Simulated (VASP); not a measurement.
Wanted: the native input for a VASP 6.6.1 run.

```
Task                   : single point
Functional             : LDA
Potentials or basis    : VASP PAW LDA potentials, release 64 (Li_sv)
Cutoff                 : 520 eV
k mesh                 : 3 × 3 × 3
Occupations            : gaussian, width 0.15 eV
Spin                   : no spin polarisation
Dipole correction      : no
Further INCAR settings : LREAL = Auto; ALGO = Normal; EDIFF = 1e-06; NBANDS = 40
```

The structure of Li (a cell with a defect) lies in POSCAR:

```
Li
1.0
    6.9800000000      0.0000000000      0.0000000000
    0.0000000000      6.9800000000      0.0000000000
    0.0000000000      0.0000000000      6.9800000000
Li
17
Direct
    0.0493926845     -0.0560407442     -0.1091460487
    0.5218395256      0.0025681690     -0.0083156127
   -0.0028820756      0.5170021142      0.0157698861
    0.0207597733      0.0094565868      0.5010895810
    0.2698861791      0.2476609977      0.2324446560
    0.5374055661      0.4973544965      0.0270206732
    0.4808422954     -0.0069206807      0.5221348236
    0.6878124340      0.2995802972      0.3598836330
    0.0225293924      0.5084058023      0.4880667950
    0.2422523093      0.7871885700      0.2223687190
    0.2660297033      0.2731810514      0.7595090150
    0.4549970385      0.5508623876      0.4751123550
    0.7566426241      0.7712550061      0.2594574523
    0.7569967916      0.2676192539      0.7506142625
    0.2944788263      0.7047948503      0.7736343193
    0.7460267005      0.7311636299      0.7265891886
   -0.1060523686      0.1443050119      0.1284284018
```

One way to write it, as run:

INCAR

```
ALGO     = Normal         # electronic algorithm
EDIFF    = 1E-6           # SCF threshold, eV
ENCUT    = 520            # plane-wave cutoff, eV
ISIF     = 2              # what is computed and relaxed
ISMEAR   = 0              # smearing method
LASPH    = True           # aspherical terms in the spheres
LCHARG   = False          # write CHGCAR
LREAL    = Auto         
LWAVE    = False          # write WAVECAR
NBANDS   = 40             # bands
NELM     = 100            # most SCF steps
PREC     = Accurate       # precision mode
SIGMA    = 0.15           # smearing width, eV
```

KPOINTS

```
k-points
0
Gamma
  3 3 3
```

Potentials or basis: VASP PAW LDA potentials, release 64 (Li_sv).

Launch:

```console
$ cat potpaw_LDA.64/Li_sv/POTCAR > POTCAR
$ mpirun -np 1 vasp_std > vasp.out
```

It gave:

The largest force is 0.021 eV/Å and the band gap on the k mesh is zero (an odd number of electrons rules out a gap without spin polarisation).

It took 7.8 min on 1 thread of Oxide Virtual Turin-like Processor, on a shared host, peak memory 0.3 GiB.
